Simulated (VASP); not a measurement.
# MgO (P6_3mc) in VASP: a series of runs, part 2 of 2

VASP 6.6.1.

## Step 4: Single point, r2SCAN (uniaxial z strain +4.0%)

File POSCAR:

```
MgO
1.0
    3.2882172536      0.0000000000      0.0000000000
   -1.6441086268      2.8476796748      0.0000000000
    0.0000000000      0.0000000000      5.2357407830
Mg O
2 2
Direct
    0.3333333333      0.6666666667     -0.0046168673
    0.6666666667      0.3333333333      0.4953831327
    0.3333333333      0.6666666667      0.3796168673
    0.6666666667      0.3333333333      0.8796168673
```

File INCAR.step1:

```
SYSTEM = MgO
PREC = Accurate
ENCUT = 520
ISMEAR = 0
SIGMA = 0.01
LREAL = .FALSE.
LASPH = .TRUE.
NELM = 100
NBANDS = 16
GGA = PE
ALGO = Normal
EDIFF = 1E-4
LWAVE = .TRUE.
LCHARG = .FALSE.
```

File INCAR.step2:

```
SYSTEM = MgO
PREC = Accurate
ENCUT = 520
EDIFF = 1E-7
ISMEAR = 0
SIGMA = 0.01
LREAL = .FALSE.
LASPH = .TRUE.
NELM = 100
ALGO = Normal
ISIF = 2
LWAVE = .FALSE.
LCHARG = .FALSE.
METAGGA = R2SCAN
LMIXTAU = .TRUE.
NBANDS = 16
ISTART = 1
```

File KPOINTS:

```
Automatic mesh
0
G
  12 12 6
  0 0 0
```

Potentials or basis: VASP PAW PBE potentials, release 64 (Mg, O).

On the command line:

```console
cat potpaw_PBE.64/Mg/POTCAR potpaw_PBE.64/O/POTCAR > POTCAR
cp INCAR.step1 INCAR
mpirun -np 1 vasp_std > vasp.out
cp INCAR.step2 INCAR
mpirun -np 1 vasp_std > vasp.out
```

OUTCAR:

```text
SYSTEM = MgO
   PREC = Accurate
   ENCUT = 520
   EDIFF = 1E-7
   ISMEAR = 0
   LREAL = .FALSE.
   LASPH = .TRUE.
   NELM = 100
   ISIF = 2
   METAGGA = R2SCAN
   ISTART = 1

 ion  position               nearest neighbor table
   1  0.333  0.667  0.995-   4 1.99   4 1.99   4 1.99   3 2.01   2 3.23   2 3.23   2 3.23   2 3.23
                             2 3.23   2 3.23
   2  0.667  0.333  0.495-   3 1.99   3 1.99   3 1.99   4 2.01   1 3.23   1 3.23   1 3.23   1 3.23
                             1 3.23   1 3.23
   3  0.333  0.667  0.380-   2 1.99   2 1.99   2 1.99   1 2.01
   4  0.667  0.333  0.880-   1 1.99   1 1.99   1 1.99   2 2.01

  LATTYP: Found a hexagonal cell.
 ALAT       =     3.2882172536
 C/A-ratio  =     1.5922733747

  Lattice vectors:

 A1 = (   3.2882172536,   0.0000000000,   0.0000000000)
 A2 = (  -1.6441086268,   2.8476796748,   0.0000000000)
 A3 = (   0.0000000000,   0.0000000000,   5.2357407830)

Analysis of symmetry for initial positions (statically):
=====================================================================
 Subroutine PRICEL returns:
 Original cell was already a primitive cell.

 Routine SETGRP: Setting up the symmetry group for a
[... 178 lines left out ...]
 fundamental gap:      4.1262882813
 Fermi energy:         0.3878903643

 k-point     1 :       0.0000    0.0000    0.0000
  band No.  band energies     occupation
      1     -16.5630      2.00000
      2     -15.9195      2.00000
      3      -2.7270      2.00000
      4      -0.0918      2.00000
      5      -0.0918      2.00000
      6       0.1566      2.00000
[... 433 lines left out ...]
      3      -2.1503      2.00000
      4      -1.7414      2.00000
      5      -1.1918      2.00000
      6      -0.4723      2.00000
[... 8 lines left out ...]
     15      15.9336      0.00000
     16      17.1367      0.00000

 [... further k-points ...]

------------------------ aborting loop because EDIFF is reached ----------------------------------------

  FORCE on cell =-STRESS in cart. coord.  units (eV):
  Direction    XX          YY          ZZ          XY          YZ          ZX
  --------------------------------------------------------------------------------------
  -------------------------------------------------------------------------------------
  Total       -1.1984417     -1.1984417     -1.8995102      0.0000000      0.0000000      0.0000000
  in kB      -39.1649639    -39.1649639    -62.0758161      0.0000000      0.0000000      0.0000000
  external PRESSURE =     -46.8019147 kB  Pullay stress =       0.0000000 kB

 VOLUME and BASIS-vectors are now :
 -----------------------------------------------------------------------------
  energy-cutoff  :      520.00
  volume of cell :       49.03
      direct lattice vectors                 reciprocal lattice vectors
     3.288217254  0.000000000  0.000000000     0.304116159  0.175581546  0.000000000
    -1.644108627  2.847679675  0.000000000     0.000000000  0.351163092  0.000000000
     0.000000000  0.000000000  5.235740783     0.000000000  0.000000000  0.190994941

 POSITION                                       TOTAL-FORCE (eV/Angst)
 -----------------------------------------------------------------------------------
     -0.00000      1.89845      5.21157        -0.000000      0.000000      0.002952
      1.64411      0.94923      2.59370         0.000000     -0.000000      0.002952
     -0.00000      1.89845      1.98758        -0.000000      0.000000     -0.002952
      1.64411      0.94923      4.60545        -0.000000     -0.000000     -0.002952
 -----------------------------------------------------------------------------------
    total drift:                                0.000000      0.000001     -0.006115

  FREE ENERGIE OF THE ION-ELECTRON SYSTEM (eV)
  ---------------------------------------------------
  free  energy   TOTEN  =       -31.8193815481 eV

  energy  without entropy=      -31.8193815481  energy(sigma->0) =      -31.81938155
```

Wall time 3 min (1 thread of Intel Xeon 8259CL, shared host); peak memory 0.2 GiB.

Results:

* Free energy: -31.8194 eV
* Pressure: -4.7 GPa
* Band gap on the k mesh: 4.13 eV

Forces in eV/Å, atoms in the order of the input:
```
Mg   0.000  0.000  0.003
Mg   0.000  0.000  0.003
O    0.000  0.000 -0.003
O    0.000  0.000 -0.003
```

Caveat: the cell differs from its parent crystal (uniaxial z strain +4.0%); the cell stands under tension; the PAW data sets were made with another functional, which shifts forces and pressure a little.

## Step 5: Single point, r2SCAN (strain +2.5%)

File POSCAR:

```
MgO
1.0
    3.3704226849      0.0000000000      0.0000000000
   -1.6852113425      2.9188716666      0.0000000000
    0.0000000000      0.0000000000      5.1602252909
Mg O
2 2
Direct
    0.3333333333      0.6666666667     -0.0089108249
    0.6666666667      0.3333333333      0.4910891751
    0.3333333333      0.6666666667      0.3839108249
    0.6666666667      0.3333333333      0.8839108249
```

File INCAR.step1:

```
SYSTEM = MgO
ALGO = Normal
EDIFF = 1E-4
ENCUT = 520
GGA = PE
ISMEAR = 0
LASPH = .True.
LCHARG = .False.
LREAL = .False.
LWAVE = .True.
NBANDS = 16
NELM = 100
PREC = Accurate
SIGMA = 0.01
```

File INCAR.step2:

```
SYSTEM = MgO
ALGO = Normal
EDIFF = 1E-6
ENCUT = 520
ISIF = 2
ISMEAR = 0
ISTART = 1
LASPH = .True.
LCHARG = .True.
LELF = .True.
LMIXTAU = .True.
LREAL = .False.
LVHAR = .True.
LWAVE = .False.
METAGGA = R2SCAN
NBANDS = 16
NELM = 100
PREC = Accurate
SIGMA = 0.01
```

File KPOINTS:

```
k-points
0
Gamma
  12 12 6
  0 0 0
```

On the command line:

```console
cat potpaw_PBE.64/Mg/POTCAR potpaw_PBE.64/O/POTCAR > POTCAR
cp INCAR.step1 INCAR
mpirun -np 1 vasp_std > vasp.out
cp INCAR.step2 INCAR
mpirun -np 1 vasp_std > vasp.out
```

It took 3.6 min on 1 thread of Intel Xeon 8259CL, shared host; peak memory 0.21 GiB.

Results (log left out):

```yaml
Free_energy: -31.7489 eV
Pressure: -8.7 GPa
Band_gap_on_the_k_mesh: 3.81 eV
```

Forces in eV/Å, atoms in the order of the input:
```
Mg   0.000  0.000  0.002
Mg   0.000  0.000  0.002
O    0.000  0.000 -0.002
O    0.000  0.000 -0.002
```

Stress tensor (GPa, compression positive):
```
-9.25  0.00  0.00
 0.00 -9.25  0.00
 0.00  0.00 -7.45
```

Levels at points of the mesh, in eV from the valence-band top:
| k point | band 5 | band 6 | band 7 | band 8 | band 9 | band 10 | band 11 | band 12 |
| --- | --- | --- | --- | --- | --- | --- | --- | --- |
| (0.00, 0.00, 0.00) | -0.63 | -0.33 | -0.33 | 0.00 | 3.81 | 8.87 | 10.57 | 14.68 |
| (0.50, 0.00, 0.00) | -1.59 | -1.14 | -0.73 | -0.44 | 8.25 | 8.49 | 9.60 | 11.21 |
| (0.00, 0.00, 0.50) | -0.48 | -0.48 | -0.48 | -0.48 | 6.24 | 6.24 | 13.53 | 13.53 |
| (0.50, 0.00, 0.50) | -0.81 | -0.81 | -0.65 | -0.65 | 7.83 | 7.83 | 11.20 | 11.20 |

Caveat: the cell differs from its parent crystal (strain +2.5%); the cell stands under tension; the PAW data sets were made with another functional, which shifts forces and pressure a little.

## Step 6: Overview

| level | cell | smearing | gap on the mesh (eV) | pressure (GPa) |
| --- | --- | --- | --- | --- |
| PBE | a = 3.370, b = 3.370, c = 5.160 Å, angles 90.0, 90.0, 120.0°, 4 atoms, atomic positions A | fermi-dirac 0.02 eV | 3.16 | -4.8 |
| r2SCAN | a = 3.288, b = 3.288, c = 5.034 Å, angles 90.0, 90.0, 120.0°, 4 atoms, atomic positions A | gaussian 0.01 eV | 4.21 | -0.5 |
| r2SCAN | a = 3.288, b = 3.288, c = 5.236 Å, angles 90.0, 90.0, 120.0°, 4 atoms, atomic positions B | gaussian 0.01 eV | 4.13 | -4.7 |
| r2SCAN | a = 3.370, b = 3.370, c = 5.160 Å, angles 90.0, 90.0, 120.0°, 4 atoms, atomic positions A | gaussian 0.01 eV | 3.81 | -8.7 |

Alike in all rows: task single point; potentials or basis VASP PAW PBE potentials, release 64 (Mg, O); no spin polarisation; k mesh 12 × 12 × 6; cutoff (eV) 520.

Caveats: the cell stands under tension (at least some runs); the PAW data sets were made with another functional, which shifts forces and pressure a little (at least some runs).

Total energies depend on the potentials used, so only differences within one code and one set of settings carry meaning.
